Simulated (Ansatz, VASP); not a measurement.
# CuI in VASP and in Ansatz

```
Cu I
1.0
     0.00000    2.95054    2.95054
     2.95054    0.00000    2.95054
     2.95054    2.95054    0.00000
Cu I
1 1
Direct
  0.00000 0.00000 0.00000
  0.25000 0.25000 0.25000
```

Alike in both runs: task single point; functional r2SCAN; k mesh 6 × 6 × 6; no spin polarisation.

|  | VASP | Ansatz |
| --- | --- | --- |
| version | VASP 6.6.1 | Ansatz 0.2.0 |
| potentials or method | VASP PAW PBE potentials, release 64 (Cu, I) | plane waves, PAW |
| plane-wave cutoff (eV) | 520 | 500 |
| occupations | gaussian, width 0.01 eV | fixed |
| valence electrons in the cell | 18 | 36 |

```tsv
	VASP	Ansatz	Ansatz less VASP
gap on the k mesh at the Fermi level (eV)	1.87	1.86	-0.008
pressure (GPa)	3.1	3.2	+0.06
```

VASP's potentials were made for PBE, not for r2SCAN. VASP's potentials hold 18 valence electrons a cell and Ansatz's 36, so a difference there can come from the potentials and not from the codes.

Spin-orbit coupling is off throughout.
